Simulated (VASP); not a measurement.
# Si (Ibca) in VASP: further runs

Si is run at these levels: PBEsol; tasks: single point.

Everything below comes from runs of VASP 6.6.1. Logs are shortened: lines on timing, memory, paths and dates and some standing lists are left out, and cuts for length are marked.

### 1 The cell of the first run

Symmetry: Ibca, No. 73, orthorhombic system. The conventional cell has a = 6.524 Å, b = 6.847 Å, c = 6.847 Å, α = 90.00°, β = 90.00°, γ = 90.00°. Within 3.1 Å of Si (site symmetry 1) lie 4 Si at 2.38 to 2.46 Å.

### 2 Single point, PBEsol (19.11 Å³/atom)

The input, INCAR:

```
SYSTEM = Si
PREC = Accurate
ENCUT = 520
EDIFF = 1E-6
ISMEAR = 0
SIGMA = 0.15
LREAL = .FALSE.
LASPH = .TRUE.
NELM = 60
ALGO = Normal
ISIF = 2
LWAVE = .FALSE.
LCHARG = .FALSE.
GGA = PS
NBANDS = 26
```

The input, KPOINTS:

```
regular mesh
0
G
  10 10 10
  0 0 0
```

The input, POSCAR:

```
Si
1.0
   -3.4233580436      3.4233580436      3.2621178798
    3.4233580436     -3.4233580436      3.2621178798
    3.4233580436      3.4233580436     -3.2621178798
Si
8
Direct
    0.2047947401      0.2047947401      0.2047947401
    0.5000000000      0.0000000000      0.2952052599
    0.2952052599      0.5000000000      0.0000000000
    0.0000000000      0.2952052599      0.5000000000
    0.7952052599      0.7952052599      0.7952052599
    0.5000000000      0.0000000000      0.7047947401
    0.7047947401      0.5000000000      0.0000000000
    0.0000000000      0.7047947401      0.5000000000
```

Potentials or basis: VASP PAW PBE potentials, release 64 (Si).

Run with:

```sh
$ cat potpaw_PBE.64/Si/POTCAR > POTCAR
$ mpirun -np 1 vasp_std > vasp.out
```

OUTCAR:

```text
SYSTEM = Si
   PREC = Accurate
   ENCUT = 520
   EDIFF = 1E-6
   ISMEAR = 0
   LREAL = .FALSE.
   LASPH = .TRUE.
   NELM = 60
   ISIF = 2
   GGA = PS

 ion  position               nearest neighbor table
   1  0.205  0.205  0.205-   3 2.38   5 2.39   4 2.42   2 2.46
   2  0.500  0.000  0.295-   4 2.38   6 2.39   3 2.42   1 2.46
   3  0.295  0.500  0.000-   1 2.38   7 2.39   2 2.42   4 2.46
   4  0.000  0.295  0.500-   2 2.38   8 2.39   1 2.42   3 2.46
   5  0.795  0.795  0.795-   7 2.38   1 2.39   8 2.42   6 2.46
   6  0.500  0.000  0.705-   8 2.38   2 2.39   7 2.42   5 2.46
   7  0.705  0.500  0.000-   5 2.38   3 2.39   6 2.42   8 2.46
   8  0.000  0.705  0.500-   6 2.38   4 2.39   5 2.42   7 2.46

  LATTYP: Found a body centered tetragonal cell.
 ALAT       =     6.8467160872
 C/A-ratio  =     0.9529000000

  Lattice vectors:

 A1 = (  -3.4233580436,   3.4233580436,   3.2621178798)
 A2 = (   3.4233580436,  -3.4233580436,   3.2621178798)
 A3 = (   3.4233580436,   3.4233580436,  -3.2621178798)

Analysis of symmetry for initial positions (statically):
=====================================================================
 Subroutine PRICEL returns:
 Original cell was already a primitive cell.

 Routine SETGRP: Setting up the symmetry group for a
 body centered tetragonal supercell.

 Subroutine GETGRP returns: Found  8 space group operations
 (whereof  2 operations were pure point group operations)
 out of a pool of 16 trial point group operations.

The static configuration has the point symmetry S_2 .
 The point group associated with its full space group is D_2h.

Analysis of symmetry for dynamics (positions and initial velocities):
=====================================================================
 Subroutine PRICEL returns:
 Original cell was already a primitive cell.

 Routine SETGRP: Setting up the symmetry group for a
 body centered tetragonal supercell.

 Subroutine GETGRP returns: Found  8 space group operations
 (whereof  2 operations were pure point group operations)
 out of a pool of 16 trial point group operations.

The dynamic configuration has the point symmetry S_2 .
 The point group associated with its full space group is D_2h.

 Subroutine INISYM returns: Found  8 space group operations
 (whereof  2 operations are pure point group operations),
 and found     1 'primitive' translations

----------------------------------------------------------------------------------------

                                     Primitive cell

  volume of cell :     152.9200

  direct lattice vectors                    reciprocal lattice vectors
    -3.423358044  3.423358044  3.262117880     0.000000000  0.146055421  0.153274657
     3.423358044 -3.423358044  3.262117880     0.146055421  0.000000000  0.153274657
     3.423358044  3.423358044 -3.262117880     0.146055421  0.146055421  0.000000000

  length of vectors
     5.837822681  5.837822681  5.837822681     0.211719878  0.211719878  0.206553557

  position of ions in fractional coordinates (direct lattice)
     0.204794740  0.204794740  0.204794740
     0.500000000  0.000000000  0.295205260
     0.295205260  0.500000000  0.000000000
     0.000000000  0.295205260  0.500000000
     0.795205260  0.795205260  0.795205260
     0.500000000  0.000000000  0.704794740
     0.704794740  0.500000000  0.000000000
     0.000000000  0.704794740  0.500000000

  ion indices of the primitive-cell ions
   primitive index   ion index
                 1           1
                 2           2
                 3           3
                 4           4
                 5           5
                 6           6
                 7           7
                 8           8

----------------------------------------------------------------------------------------

 KPOINTS: regular mesh

Automatic generation of k-mesh.
 Grid dimensions read from file:
 generate k-points for:   10   10   10

 Generating k-lattice:

  Cartesian coordinates                     Fractional coordinates (reciprocal lattice)
     0.000000000  0.014605542  0.015327466     0.100000000  0.000000000  0.000000000
     0.014605542  0.000000000  0.015327466     0.000000000  0.100000000  0.000000000
     0.014605542  0.014605542  0.000000000     0.000000000  0.000000000  0.100000000

  Length of vectors
     0.021171988  0.021171988  0.020655356

  Shift w.r.t. Gamma in fractional coordinates (k-lattice)
     0.000000000  0.000000000  0.000000000

 Subroutine IBZKPT returns following result:
 ===========================================

 Found    171 irreducible k-points:

 Following reciprocal coordinates:
            Coordinates               Weight
  0.000000  0.000000  0.000000      1.000000
  0.100000  0.000000  0.000000      4.000000
  0.100000  0.000000 -0.100000      4.000000
  0.200000  0.000000  0.000000      4.000000
  0.200000  0.000000 -0.200000      4.000000
  0.300000  0.000000  0.000000      4.000000
[... 16 lines left out ...]
 -0.300000  0.100000 -0.000000      8.000000
 -0.200000  0.000000  0.300000      8.000000
 [... further k-points ...]
   k-points           NKPTS =    171   k-points in BZ     NKDIM =    171   number of bands    NBANDS=     26
   number of dos      NEDOS =    301   number of ions     NIONS =      8
   total plane-waves  NPLWV = 110592
   dimension x,y,z NGX =    48 NGY =   48 NGZ =   48
   dimension x,y,z NGXF=    96 NGYF=   96 NGZF=   96
   ions per type =               8
   NGX,Y,Z   is equivalent  to a cutoff of  13.67, 13.67, 13.67 a.u.
   NGXF,Y,Z  is equivalent  to a cutoff of  27.34, 27.34, 27.34 a.u.
 SYSTEM =  Si
   PREC   = accura    normal or accurate (medium, high low for compatibility)
   ISTART =      0    job   : 0-new  1-cont  2-samecut
   ICHARG =      2    charge: 1-file 2-atom 10-const
   ISPIN  =      1    spin polarized calculation?
   LNONCOLLINEAR =      F non collinear calculations
   LSORBIT =      F    spin-orbit coupling
   LASPH  =      T    aspherical Exc in radial PAW
   ENCUT  =  520.0 eV  38.22 Ry    6.18 a.u.  10.85 10.85 10.85*2*pi/ulx,y,z
   NELM   =     60;   NELMIN=  2; NELMDL= -5     # of ELM steps
   EDIFF  = 0.1E-05   stopping-criterion for ELM
   LREAL  =      F    real-space projection
   EDIFFG = 0.1E-04   stopping-criterion for IOM
   NSW    =      0    number of steps for IOM
   IBRION =     -1    ionic relax: 0-MD 1-quasi-New 2-CG
   NFREE  =      0    steps in history (QN), initial steepest desc. (CG)
   ISIF   =      2    stress and relaxation
   ISYM   =      2    0-nonsym 1-usesym 2-fastsym
   POTIM  = 0.5000    time-step for ionic-motion
   TEBEG  =    0.0;   TEEND  =   0.0 temperature during run
   PSTRESS=    0.0 pullay stress
   NELECT =      32.0000    total number of electrons
   NUPDOWN=      -1.0000    fix difference up-down
   EMIN   =  10.00;   EMAX   =-10.00  energy-range for DOS
   EFERMI =   0.00;   METHOD = LEGACY
   ISMEAR =     0;   SIGMA  =   0.15  broadening in eV -4-tet -1-fermi 0-gaus
   EFERMI_NEDOS =   21; number of points for ismear=-14 and -15
   IALGO  =     38    algorithm
   IMIX   =      4    mixing-type and parameters
     AMIX     =   0.40;   BMIX     =  1.00
     AMIX_MAG =   1.60;   BMIX_MAG =  1.00
  volume/ion in A,a.u.               =      19.11       128.99
  Fermi-wavevector in a.u.,A,eV,Ry     =   0.971934  1.836689 12.852818  0.944655
  Thomas-Fermi vector in A             =   2.102191
   LORBIT       =      0    0 simple, 1 ext, 2 COOP (PROOUT), +10 PAW based schemes
   GGA     = PS    functional components
   LHFCALC =     F    Hartree Fock is set to
   AEXX    =    0.0000 exact exchange contribution
   IVDW    =     0    specifies the selected vdW correction
   LEPSILON=     F    determine dielectric tensor
   LRPA    =     F    only Hartree local field effects (RPA)
 non-spin polarized calculation
 Gauss-broadening in eV      SIGMA  =   0.15
  energy-cutoff  :      520.00
  volume of cell :      152.92
 maximum number of plane-waves:      4144
 NGX is ok and might be reduce to    48
   NGX = 21   NGY = 21   NGZ = 21

 number of electron      32.0000000 magnetization

 Free energy of the ion-electron system (eV)
  ---------------------------------------------------
  ext. energy  EPLUGINS =         0.00000000
  ---------------------------------------------------
  free energy    TOTEN  =       -44.76699453 eV

  energy without entropy =      -44.75567470  energy(sigma->0) =      -44.76133462

 E-fermi :   6.5420     XC(G=0):  -9.9052

 val. band max:        6.5332548155   @ k =  -0.4000  -0.4000   0.4000
 cond. band min:       6.5453970985   @ k =   0.5000   0.5000   0.4000
 fundamental gap:      0.0121422830
 Fermi energy:         6.5419582019

 k-point     1 :       0.0000    0.0000    0.0000
  band No.  band energies     occupation
      1      -5.7927      2.00000
      2      -1.6723      2.00000
      3      -1.4762      2.00000
      4      -1.1593      2.00000
      5      -1.0484      2.00000
      6       0.1835      2.00000
[... 18 lines left out ...]
     25      11.7866      0.00000
     26      12.1980      0.00000

 k-point     2 :       0.1000    0.0000    0.0000
  band No.  band energies     occupation
      1      -5.7322      2.00000
      2      -1.8221      2.00000
      3      -1.6030      2.00000
      4      -1.4394      2.00000
      5      -0.9980      2.00000
      6       0.2193      2.00000
[... 18 lines left out ...]
     25      11.7678      0.00000
     26      11.8511      0.00000

 k-point     3 :       0.1000    0.0000   -0.1000
  band No.  band energies     occupation
      1      -5.7322      2.00000
      2      -1.8846      2.00000
      3      -1.5473      2.00000
      4      -1.3480      2.00000
      5      -1.0833      2.00000
      6       0.1129      2.00000
[... 572 lines left out ...]
 k-point    23 :      -0.3000    0.1000   -0.0000
  band No.  band energies     occupation
      1      -5.3816      2.00000
      2      -2.5923      2.00000
      3      -2.3518      2.00000
      4      -1.8776      2.00000
      5      -0.7785      2.00000
      6       0.0907      2.00000
[... 18 lines left out ...]
     25      10.8757      0.00000
     26      11.3439      0.00000

 k-point    24 :      -0.2000    0.0000    0.3000
  band No.  band energies     occupation
      1      -5.3811      2.00000
      2      -2.5908      2.00000
      3      -2.4101      2.00000
      4      -1.7884      2.00000
      5      -0.7186      2.00000
      6      -0.1896      2.00000
[... 18 lines left out ...]
     25      11.3144      0.00000
     26      11.4723      0.00000

 [... further k-points ...]
[... 5 lines left out ...]
  --------------------------------------------------------------------------------------
  -------------------------------------------------------------------------------------
  Total       -7.1219617     -7.0191793     -1.1198364     -0.0000000      0.0000000      0.0000000
  in kB      -74.6183995    -73.5415245    -11.7327790     -0.0000000      0.0000000      0.0000000
  external PRESSURE =     -53.2975677 kB  Pullay stress =       0.0000000 kB

 VOLUME and BASIS-vectors are now :
 -----------------------------------------------------------------------------
  energy-cutoff  :      520.00
  volume of cell :      152.92
      direct lattice vectors                 reciprocal lattice vectors
    -3.423358044  3.423358044  3.262117880     0.000000000  0.146055421  0.153274657
     3.423358044 -3.423358044  3.262117880     0.146055421  0.000000000  0.153274657
     3.423358044  3.423358044 -3.262117880     0.146055421  0.146055421  0.000000000

 POSITION                                       TOTAL-FORCE (eV/Angst)
 -----------------------------------------------------------------------------------
      0.70109      0.70109      0.66806        -0.199599      0.047688     -0.264325
     -0.70109      2.72227      0.66806         0.199599     -0.047688     -0.264325
      0.70109     -0.70109      2.59405        -0.199599     -0.047688      0.264325
      2.72227      0.70109     -0.66806         0.199599      0.047688      0.264325
      2.72227      2.72227      2.59405         0.199599     -0.047688      0.264325
      0.70109      4.12444     -0.66806        -0.199599      0.047688      0.264325
     -0.70109      0.70109      3.93018         0.199599      0.047688     -0.264325
      4.12444     -0.70109      0.66806        -0.199599     -0.047688     -0.264325
 -----------------------------------------------------------------------------------
    total drift:                               -0.000000     -0.000000      0.000000

  FREE ENERGIE OF THE ION-ELECTRON SYSTEM (eV)
  ---------------------------------------------------
  free  energy   TOTEN  =       -44.7669945301 eV

  energy  without entropy=      -44.7556747029  energy(sigma->0) =      -44.76133462
```

Wall time 6.6 min (1 thread of Intel Xeon 6975P-C (Granite Rapids), shared host); peak memory 0.61 GiB.

What came out:

```yaml
Free_energy: -44.7670 eV
Pressure: -5.3 GPa
Largest_force: 0.335 eV/Å
Band_gap_on_the_k_mesh: zero (bands 16 and 17 overlap by 0.20 eV)
```

Forces on the atoms (eV/Å):
```
Si  -0.200  0.048 -0.264
Si   0.200 -0.048 -0.264
Si  -0.200 -0.048  0.264
Si   0.200  0.048  0.264
Si   0.200 -0.048  0.264
Si  -0.200  0.048  0.264
Si   0.200  0.048 -0.264
Si  -0.200 -0.048 -0.264
```

Levels at points of the mesh, in eV from the Fermi level:
```tsv
k point	band 12	band 13	band 14	band 15	band 16	band 17	band 18	band 19	band 20	band 21
(0.00, 0.00, 0.00)	-3.87	-3.82	-1.56	-1.47	-0.51	1.33	1.39	2.36	3.45	3.55
(0.50, 0.00, 0.00)	-2.50	-1.99	-1.99	-1.40	-1.40	0.60	0.60	1.86	1.86	1.99
(0.50, 0.00, 0.50)	-2.62	-1.90	-1.90	-1.17	-1.17	0.23	0.23	1.93	1.93	2.13
(0.50, 0.50, 0.00)	-2.51	-2.05	-2.05	-1.12	-1.12	0.36	0.36	1.86	1.86	2.38
(0.50, 0.50, 0.50)	-2.50	-2.46	-0.67	0.03	0.21	0.44	2.38	2.48	2.68	2.78
```

Caveat: the cell stands under tension; semilocal functionals underestimate gaps, so a narrow gap can read as zero; the PAW data sets were made with another functional, which shifts forces and pressure a little.

(Part 1 of 2 ends here.)
